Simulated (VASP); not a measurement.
Write the native input for VASP 6.6.1 that does the following.

- Task: single point
- Functional: PBEsol
- Potentials or basis: VASP PAW PBE potentials, release 64 (Mo_sv)
- Cutoff: 520 eV
- k mesh: 19 × 19 × 19
- Occupations: fermi-dirac, width 0.08 eV
- Spin: no spin polarisation
- Dipole correction: no
- Further INCAR settings: ALGO = Normal; EDIFF = 1e-07; NBANDS = 13

The structure of Mo lies in POSCAR:

```
Mo
1.0
   -1.5647077894      1.5647077894      1.5647077894
    1.5647077894     -1.5647077894      1.5647077894
    1.5647077894      1.5647077894     -1.5647077894
Mo
1
Direct
    0.0000000000      0.0000000000      0.0000000000
```

These files were run (other wordings do the same):

INCAR

```
SYSTEM = Mo
PREC = Accurate ; ENCUT = 520
EDIFF = 1E-7 ; ISMEAR = -1
SIGMA = 0.08 ; LREAL = .False.
LASPH = .True. ; NELM = 60
ALGO = Normal ; ISIF = 2
LWAVE = .False. ; LCHARG = .True.
GGA = PS ; LELF = .True.
LVHAR = .True. ; NBANDS = 13
```

KPOINTS

```
Automatic mesh
0
Gamma
  19 19 19
  0 0 0
```

Potentials or basis: VASP PAW PBE potentials, release 64 (Mo_sv).

Command:

```console
$ cat potpaw_PBE.64/Mo_sv/POTCAR > POTCAR
$ mpirun -np 1 vasp_std > vasp.out
```

Results of the run:

* Pressure: 0.6 GPa
* Band gap on the k mesh: zero (bands 7 and 8 overlap by 5.34 eV)

Caveat: the PAW data sets were made with another functional, which shifts forces and pressure a little.

Run time: 45 s on 1 thread of Oxide Virtual Turin-like Processor (shared host), peak memory 0.12 GiB.
